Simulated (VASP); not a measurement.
Wanted: the native input for a VASP 6.6.1 run.

```
Task                   : single point
Functional             : PBE
Potentials or basis    : VASP PAW PBE potentials, release 64 (Be, Al)
Cutoff                 : 520 eV
k mesh                 : 4 × 4 × 4
Occupations            : gaussian, width 0.1 eV
Spin                   : no spin polarisation
Dipole correction      : no
Further INCAR settings : ALGO = Fast; EDIFF = 1e-06; NBANDS = 16
```

The structure of Be2Al lies in POSCAR:

```
Be2Al
1.0
    4.2417035870      0.0000000000      0.0000000000
    0.0000000000      4.2417035870      0.0000000000
    0.0000000000      0.0000000000      4.8464793514
Be Al
4 2
Direct
   -0.0000173442      0.2451453128      0.0000000000
    1.0000173442      0.7548546872      0.0000000000
    0.7548546872     -0.0000173442      0.5000000000
    0.2451453128      1.0000173442      0.5000000000
    0.5000000000      0.5000000000      0.0000000000
    0.5000000000      0.5000000000      0.5000000000
```

The cell was generated, and may not be a known phase.

One way to write it, as run:

INCAR

```
ALGO = Fast
EDIFF = 1E-6
ENCUT = 520
GGA = PE
ISIF = 2
ISMEAR = 0
LASPH = T
LCHARG = F
LREAL = F
LWAVE = F
NBANDS = 16
NELM = 80
PREC = Accurate
SIGMA = 0.1
```

KPOINTS

```
k-points
0
Gamma
  4 4 4
```

Potentials or basis: VASP PAW PBE potentials, release 64 (Be, Al).

Launch:

```sh
$ cat potpaw_PBE.64/Be/POTCAR potpaw_PBE.64/Al/POTCAR > POTCAR
$ mpirun -np 1 vasp_std > vasp.out
```

It gave:

The pressure is -0.2 GPa. The largest force is 0.007 eV/Å and the band gap on the k mesh is zero (bands 7 and 8 overlap by 3.80 eV).

Caveat: the k points lie up to 0.37 Å⁻¹ apart, too coarse for converged energies and pressures of a metal.

Wall time 8.6 s on 1 thread of Intel(R) Xeon(R) 6975P-C (Granite Rapids), with other jobs on the host, peak memory 0.17 GiB.
